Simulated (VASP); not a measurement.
# Al (Fm-3m) in VASP: a series of runs

Al is run at these levels: PBE, LDA; tasks: density of states, elastic constants.

All numbers are computed with VASP 6.6.1; they aren't measurements. Logs are shortened: lines on timing, memory, paths and dates and some standing lists are left out, and cuts for length are marked.

## 1. The cell of the first run

The structure is cubic, space group Fm-3m (No. 225). Conventional cell: a = 4.041 Å, b = 4.041 Å, c = 4.041 Å, α = 90.00°, β = 90.00°, γ = 90.00°. Within 3.8 Å of Al (site symmetry m-3m) lie 12 Al at 2.86 Å.

## 2. Density of states, PBE

POSCAR reads:

```
Al
1.0
    0.0000000000      2.0207284184      2.0207284184
    2.0207284184      0.0000000000      2.0207284184
    2.0207284184      2.0207284184      0.0000000000
Al
1
Direct
    0.0000000000      0.0000000000      0.0000000000
```

INCAR.step1 reads:

```
ALGO = Normal
EDIFF = 1E-6
ENCUT = 520
GGA = PE
ISIF = 2
ISMEAR = 0
LASPH = T
LCHARG = T
LREAL = F
LWAVE = F
NBANDS = 8
NELM = 100
PREC = Accurate
SIGMA = 0.1
```

KPOINTS.step1 reads:

```
k-points
0
Gamma
  18 18 18
```

INCAR.step2 reads:

```
ALGO = Normal
EDIFF = 1E-6
ENCUT = 520
GGA = PE
ICHARG = 11
ISIF = 2
ISMEAR = -5
LASPH = T
LCHARG = F
LORBIT = 11
LREAL = F
LWAVE = F
NBANDS = 8
NEDOS = 2001
NELM = 100
PREC = Accurate
SIGMA = 0.1
```

KPOINTS.step2 reads:

```
k-points
0
Gamma
  27 27 27
```

Potentials or basis: VASP PAW PBE potentials, release 64 (Al).

Command:

```sh
$ cat potpaw_PBE.64/Al/POTCAR > POTCAR
$ cp INCAR.step1 INCAR
$ cp KPOINTS.step1 KPOINTS
$ mpirun -np 1 vasp_std > vasp.out
$ cp INCAR.step2 INCAR
$ cp KPOINTS.step2 KPOINTS
$ mpirun -np 1 vasp_std > vasp.out
```

OUTCAR:

```text
EDIFF = 1E-6
   ENCUT = 520
   GGA = PE
   ICHARG = 11
   ISIF = 2
   ISMEAR = -5
   LASPH = T
   LORBIT = 11
   LREAL = F
   NELM = 100
   PREC = Accurate

 ion  position               nearest neighbor table
   1  0.000  0.000  0.000-

  LATTYP: Found a face centered cubic cell.
 ALAT       =     4.0414568368

  Lattice vectors:

 A1 = (   0.0000000000,   2.0207284184,   2.0207284184)
 A2 = (   2.0207284184,   0.0000000000,   2.0207284184)
 A3 = (   2.0207284184,   2.0207284184,   0.0000000000)

Analysis of symmetry for initial positions (statically):
=====================================================================
 Subroutine PRICEL returns:
 Original cell was already a primitive cell.

 Routine SETGRP: Setting up the symmetry group for a
 face centered cubic supercell.

 Subroutine GETGRP returns: Found 48 space group operations
 (whereof 48 operations were pure point group operations)
 out of a pool of 48 trial point group operations.

The static configuration has the point symmetry O_h .

Analysis of symmetry for dynamics (positions and initial velocities):
=====================================================================
 Subroutine PRICEL returns:
 Original cell was already a primitive cell.

 Routine SETGRP: Setting up the symmetry group for a
 face centered cubic supercell.

 Subroutine GETGRP returns: Found 48 space group operations
 (whereof 48 operations were pure point group operations)
 out of a pool of 48 trial point group operations.

The dynamic configuration has the point symmetry O_h .

 Subroutine INISYM returns: Found 48 space group operations
 (whereof 48 operations are pure point group operations),
 and found     1 'primitive' translations

----------------------------------------------------------------------------------------

                                     Primitive cell

  volume of cell :      16.5027

  direct lattice vectors                    reciprocal lattice vectors
     0.000000000  2.020728418  2.020728418    -0.247435526  0.247435526  0.247435526
     2.020728418  0.000000000  2.020728418     0.247435526 -0.247435526  0.247435526
     2.020728418  2.020728418  0.000000000     0.247435526  0.247435526 -0.247435526

  length of vectors
     2.857741535  2.857741535  2.857741535     0.428570903  0.428570903  0.428570903

  position of ions in fractional coordinates (direct lattice)
     0.000000000  0.000000000  0.000000000

  ion indices of the primitive-cell ions
   primitive index   ion index
                 1           1

----------------------------------------------------------------------------------------

 KPOINTS: k-points

Automatic generation of k-mesh.
 Grid dimensions read from file:
 generate k-points for:   27   27   27

 Generating k-lattice:

  Cartesian coordinates                     Fractional coordinates (reciprocal lattice)
    -0.009164279  0.009164279  0.009164279     0.037037037  0.000000000  0.000000000
     0.009164279 -0.009164279  0.009164279     0.000000000  0.037037037  0.000000000
     0.009164279  0.009164279 -0.009164279     0.000000000  0.000000000  0.037037037

  Length of vectors
     0.015872996  0.015872996  0.015872996

  Shift w.r.t. Gamma in fractional coordinates (k-lattice)
     0.000000000  0.000000000  0.000000000

 TETIRR: Found   2653 inequivalent tetrahedra from   118098

 Subroutine IBZKPT returns following result:
 ===========================================

 Found    560 irreducible k-points:

 Following reciprocal coordinates:
            Coordinates               Weight
  0.000000  0.000000  0.000000      1.000000
  0.037037  0.000000  0.000000      8.000000
  0.074074  0.000000  0.000000      8.000000
  0.111111  0.000000  0.000000      8.000000
  0.148148  0.000000  0.000000      8.000000
  0.185185  0.000000  0.000000      8.000000
[... 16 lines left out ...]
  0.333333  0.037037  0.000000     24.000000
  0.370370  0.037037  0.000000     24.000000
 [... further k-points ...]
   k-points           NKPTS =    560   k-points in BZ     NKDIM =    560   number of bands    NBANDS=      8
   number of dos      NEDOS =   2001   number of ions     NIONS =      1
   total plane-waves  NPLWV =  13824
   dimension x,y,z NGX =    24 NGY =   24 NGZ =   24
   dimension x,y,z NGXF=    48 NGYF=   48 NGZF=   48
   ions per type =               1
   NGX,Y,Z   is equivalent  to a cutoff of  13.96, 13.96, 13.96 a.u.
   NGXF,Y,Z  is equivalent  to a cutoff of  27.92, 27.92, 27.92 a.u.
 SYSTEM =  unknown system
   PREC   = accura    normal or accurate (medium, high low for compatibility)
   ISTART =      0    job   : 0-new  1-cont  2-samecut
   ICHARG =     11    charge: 1-file 2-atom 10-const
   ISPIN  =      1    spin polarized calculation?
   LNONCOLLINEAR =      F non collinear calculations
   LSORBIT =      F    spin-orbit coupling
   LASPH  =      T    aspherical Exc in radial PAW
   ENCUT  =  520.0 eV  38.22 Ry    6.18 a.u.   5.31  5.31  5.31*2*pi/ulx,y,z
   NELM   =    100;   NELMIN=  2; NELMDL=  0     # of ELM steps
   EDIFF  = 0.1E-05   stopping-criterion for ELM
   LREAL  =      F    real-space projection
   EDIFFG = 0.1E-04   stopping-criterion for IOM
   NSW    =      0    number of steps for IOM
   IBRION =     -1    ionic relax: 0-MD 1-quasi-New 2-CG
   NFREE  =      0    steps in history (QN), initial steepest desc. (CG)
   ISIF   =      2    stress and relaxation
   ISYM   =      2    0-nonsym 1-usesym 2-fastsym
   POTIM  = 0.5000    time-step for ionic-motion
   TEBEG  =    0.0;   TEEND  =   0.0 temperature during run
   PSTRESS=    0.0 pullay stress
   NELECT =       3.0000    total number of electrons
   NUPDOWN=      -1.0000    fix difference up-down
   EMIN   =  10.00;   EMAX   =-10.00  energy-range for DOS
   EFERMI =   0.00;   METHOD = LEGACY
   ISMEAR =    -5;   SIGMA  =   0.10  broadening in eV -4-tet -1-fermi 0-gaus
   EFERMI_NEDOS =   21; number of points for ismear=-14 and -15
   IALGO  =     38    algorithm
   IMIX   =      4    mixing-type and parameters
     AMIX     =   0.40;   BMIX     =  1.00
     AMIX_MAG =   1.60;   BMIX_MAG =  1.00
  volume/ion in A,a.u.               =      16.50       111.37
  Fermi-wavevector in a.u.,A,eV,Ry     =   0.927393  1.752519 11.701805  0.860058
  Thomas-Fermi vector in A             =   2.053458
   LORBIT       =     11    0 simple, 1 ext, 2 COOP (PROOUT), +10 PAW based schemes
   GGA     = PE    functional components
   LHFCALC =     F    Hartree Fock is set to
   AEXX    =    0.0000 exact exchange contribution
   IVDW    =     0    specifies the selected vdW correction
   LEPSILON=     F    determine dielectric tensor
   LRPA    =     F    only Hartree local field effects (RPA)
 non-spin polarized calculation
 Fermi weights with tetrahedron method with Bloechl corrections
  energy-cutoff  :      520.00
  volume of cell :       16.50
 maximum number of plane-waves:       459
 NGX is ok and might be reduce to    24

 number of electron       3.0000000 magnetization

 Free energy of the ion-electron system (eV)
  ---------------------------------------------------
  ext. energy  EPLUGINS =         0.00000000
  ---------------------------------------------------
  free energy    TOTEN  =        -3.74640020 eV

  energy without entropy =       -3.74640020  energy(sigma->0) =       -3.74640020

 E-fermi :   8.0190     XC(G=0): -10.1959

 val. band max:        8.0042474505   @ k =  -0.4444   0.3333   0.1111
 cond. band min:       7.9478567156   @ k =  -0.2963   0.4815   0.1852
 fundamental gap:     -0.0563907349
 Fermi energy:         8.0189932735

 k-point     1 :       0.0000    0.0000    0.0000
  band No.  band energies     occupation
      1      -3.1348      2.00000
      2      20.6168      0.00000
      3      20.6168      0.00000
      4      20.6168      0.00000
      5      22.1076      0.00000
      6      22.1076      0.00000
      7      22.1076      0.00000
      8      24.4632      0.00000

 k-point     2 :       0.0370    0.0000    0.0000
  band No.  band energies     occupation
      1      -3.0975      2.00000
      2      19.7822      0.00000
      3      20.4587      0.00000
      4      20.4587      0.00000
      5      22.3243      0.00000
      6      22.3243      0.00000
      7      22.5150      0.00000
      8      24.8637      0.00000

 k-point     3 :       0.0741    0.0000    0.0000
  band No.  band energies     occupation
      1      -2.9857      2.00000
      2      18.3724      0.00000
      3      20.1344      0.00000
      4      20.1344      0.00000
      5      22.7577      0.00000
      6      22.8198      0.00000
      7      22.8198      0.00000
      8      25.9536      0.00000

 k-point     4 :       0.1111    0.0000    0.0000
  band No.  band energies     occupation
      1      -2.7995      2.00000
      2      16.8766      0.00000
      3      19.7928      0.00000
      4      19.7928      0.00000
      5      22.7463      0.00000
      6      23.4239      0.00000
      7      23.4239      0.00000
      8      25.9145      0.00000

 k-point     5 :       0.1481    0.0000    0.0000
  band No.  band energies     occupation
      1      -2.5392      2.00000
      2      15.3793      0.00000
      3      19.4838      0.00000
      4      19.4838      0.00000
      5      22.6451      0.00000
      6      23.9617      0.00000
      7      23.9617      0.00000
      8      25.3296      0.00000
[... 177 lines left out ...]
 k-point    22 :       0.2963    0.0370    0.0000
  band No.  band energies     occupation
      1      -0.9264      2.00000
      2      10.2328      0.00000
      3      18.0738      0.00000
      4      19.1784      0.00000
      5      21.1618      0.00000
      6      22.7592      0.00000
      7      22.9376      0.00000
      8      26.2592      0.00000

 k-point    23 :       0.3333    0.0370    0.0000
  band No.  band energies     occupation
      1      -0.3278      2.00000
      2       8.9415     -0.07052
      3      18.0276      0.00000
      4      19.1392      0.00000
      5      20.5445      0.00000
      6      22.3378      0.00000
      7      22.7608      0.00000
      8      25.7796      0.00000

 k-point    24 :       0.3704    0.0370    0.0000
  band No.  band energies     occupation
      1       0.3412      2.00000
      2       7.7078      1.63093
      3      18.0439      0.00000
      4      19.1613      0.00000
      5      19.9833      0.00000
      6      21.7895      0.00000
      7      22.8200      0.00000
      8      25.2224      0.00000

 [... further k-points ...]

------------------------ aborting loop because EDIFF is reached ----------------------------------------

  FORCE on cell =-STRESS in cart. coord.  units (eV):
  Direction    XX          YY          ZZ          XY          YZ          ZX
  --------------------------------------------------------------------------------------
  -------------------------------------------------------------------------------------
  Total       -0.0255085     -0.0255085     -0.0255085      0.0000000     -0.0000000      0.0000000
  in kB       -2.4765172     -2.4765172     -2.4765172      0.0000000     -0.0000000      0.0000000
  external PRESSURE =      -2.4765172 kB  Pullay stress =       0.0000000 kB

 VOLUME and BASIS-vectors are now :
 -----------------------------------------------------------------------------
  energy-cutoff  :      520.00
  volume of cell :       16.50
      direct lattice vectors                 reciprocal lattice vectors
     0.000000000  2.020728418  2.020728418    -0.247435526  0.247435526  0.247435526
     2.020728418  0.000000000  2.020728418     0.247435526 -0.247435526  0.247435526
     2.020728418  2.020728418  0.000000000     0.247435526  0.247435526 -0.247435526

 POSITION                                       TOTAL-FORCE (eV/Angst)
 -----------------------------------------------------------------------------------
      0.00000      0.00000      0.00000         0.000000      0.000000     -0.000000
 -----------------------------------------------------------------------------------
    total drift:                                0.000000     -0.000000     -0.000000

  FREE ENERGIE OF THE ION-ELECTRON SYSTEM (eV)
  ---------------------------------------------------
  free  energy   TOTEN  =        -3.7464001981 eV

  energy  without entropy=       -3.7464001981  energy(sigma->0) =       -3.74640020

 total charge

# of ion       s       p       d       tot
------------------------------------------
    1        0.427   0.339   0.000   0.767
```

Run time: 54 s. Hardware: 1 thread of AMD EPYC 7R43 (Zen 3), shared host; peak memory 0.14 GiB.

What came out:

* Valence electrons inside the program's atomic spheres: Al 0.77

Caveat: tetrahedron occupations give inexact forces and stress in metals.

## 3. Elastic constants, PBE

INCAR reads:

```
SYSTEM = Al
ALGO = Normal
EDIFF = 1E-8
ENCUT = 600
GGA = PE
IBRION = 6
ISIF = 3
ISMEAR = -1
LASPH = .TRUE.
LCHARG = .FALSE.
LREAL = .FALSE.
LWAVE = .FALSE.
NBANDS = 8
NELM = 80
NFREE = 2
NSW = 1
POTIM = 0.015
PREC = Accurate
SIGMA = 0.15
```

KPOINTS reads:

```
k-points
0
G
  20 20 20
  0 0 0
```

POSCAR reads:

```
Al
1.0
    0.0000000000      2.0212014613      2.0212014613
    2.0212014613      0.0000000000      2.0212014613
    2.0212014613      2.0212014613      0.0000000000
Al
1
Direct
    0.0000000000      0.0000000000      0.0000000000
```

Potentials or basis: VASP PAW PBE potentials, release 64 (Al).

Command:

```sh
$ cat potpaw_PBE.64/Al/POTCAR > POTCAR
$ mpirun -np 1 vasp_std > vasp.out
```

Run time: 6.5 min. Hardware: 1 thread of Intel Xeon 6975P-C (Granite Rapids), shared host; peak memory 0.59 GiB.

The run converged. Its results:

| Property | Result |
| --- | --- |
| Elastic constants C11, C12, C44 | 106, 63, 33 GPa |
| Voigt bulk modulus | 77 GPa |

Elastic tensor in Voigt notation (GPa, in the Cartesian axes of the cell as first typed):
```
106  63  63   0   0   0
 63 106  63   0   0   0
 63  63 106   0   0   0
  0   0   0  33   0   0
  0   0   0   0  33   0
  0   0   0   0   0  33
```

Clamped-ion elastic tensor (GPa):
```
106  63  63   0   0   0
 63 106  63   0   0   0
 63  63 106   0   0   0
  0   0   0  33   0   0
  0   0   0   0  33   0
  0   0   0   0   0  33
```

## 4. Density of states, LDA

POSCAR reads:

```
Al
1.0
    0.0000000000      2.0207284184      2.0207284184
    2.0207284184      0.0000000000      2.0207284184
    2.0207284184      2.0207284184      0.0000000000
Al
1
Direct
    0.0000000000      0.0000000000      0.0000000000
```

INCAR.step1 reads:

```
SYSTEM = Al
PREC = Accurate ; ENCUT = 520
EDIFF = 1E-7 ; ISMEAR = 0
SIGMA = 0.1 ; LREAL = .False.
LASPH = .True. ; NELM = 100
ALGO = Normal ; ISIF = 2
LWAVE = .False. ; LCHARG = .True.
GGA = CA ; NBANDS = 8
```

KPOINTS.step1 reads:

```
Automatic mesh
0
Gamma
  18 18 18
  0 0 0
```

INCAR.step2 reads:

```
SYSTEM = Al
PREC = Accurate ; ENCUT = 520
EDIFF = 1E-7 ; ISMEAR = -5
SIGMA = 0.1 ; LREAL = .False.
LASPH = .True. ; NELM = 100
ALGO = Normal ; ISIF = 2
LWAVE = .False. ; LCHARG = .False.
GGA = CA ; LORBIT = 11
NEDOS = 2001 ; ICHARG = 11
```

KPOINTS.step2 reads:

```
Automatic mesh
0
Gamma
  27 27 27
  0 0 0
```

Potentials or basis: VASP PAW LDA potentials, release 64 (Al).

Command:

```sh
$ cat potpaw_LDA.64/Al/POTCAR > POTCAR
$ cp INCAR.step1 INCAR
$ cp KPOINTS.step1 KPOINTS
$ mpirun -np 1 vasp_std > vasp.out
$ cp INCAR.step2 INCAR
$ cp KPOINTS.step2 KPOINTS
$ mpirun -np 1 vasp_std > vasp.out
```

Wall time 14 s (1 thread of Intel Xeon 6975P-C (Granite Rapids), shared host); peak memory 0.16 GiB.

The run converged. Its results:

```yaml
Valence_electrons_inside_the_program's_atomic_spheres: Al 0.79
```

Levels at points of the mesh, in eV from the Fermi level:
```tsv
k point	band 1	band 2	band 3	band 4	band 5
(0.00, 0.00, 0.00)	-11.12	12.55	12.55	12.55	13.87
```

Caveat: tetrahedron occupations give inexact forces and stress in metals.
